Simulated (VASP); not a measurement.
Here is a VASP 6.6.1 calculation.

INCAR

```
SYSTEM = Cs
PREC     = Accurate       ! precision mode
ENCUT    = 520            ! plane-wave cutoff, eV
EDIFF    = 1E-7           ! SCF threshold, eV
ISMEAR   = -1             ! smearing method
SIGMA    = 0.05           ! smearing width, eV
LREAL    = .FALSE.        ! projectors in reciprocal space
LASPH    = .TRUE.         ! aspherical terms in the spheres
NELM     = 100            ! most SCF steps
ALGO     = Fast           ! electronic algorithm
ISIF     = 2              ! what is computed and relaxed
LWAVE    = .FALSE.        ! write WAVECAR
LCHARG   = .TRUE.         ! write CHGCAR
GGA      = PE             ! functional
LELF     = .TRUE.         ! ELF
LVHAR    = .TRUE.       
NBANDS   = 10             ! bands
```

KPOINTS

```
Automatic mesh
0
G
  6 6 6
  0 0 0
```

The input POSCAR:

```
Cs
1.0
   -3.1284650614      3.1284650614      3.1284650614
    3.1284650614     -3.1284650614      3.1284650614
    3.1284650614      3.1284650614     -3.1284650614
Cs
1
Direct
    0.0000000000      0.0000000000      0.0000000000
```

Potentials or basis: VASP PAW PBE potentials, release 64 (Cs_sv).

Run with:

```bash
$ cat potpaw_PBE.64/Cs_sv/POTCAR > POTCAR
$ mpirun -np 1 vasp_std > vasp.out
```

Q: What does it give for the pressure?

A: -0.1 GPa.
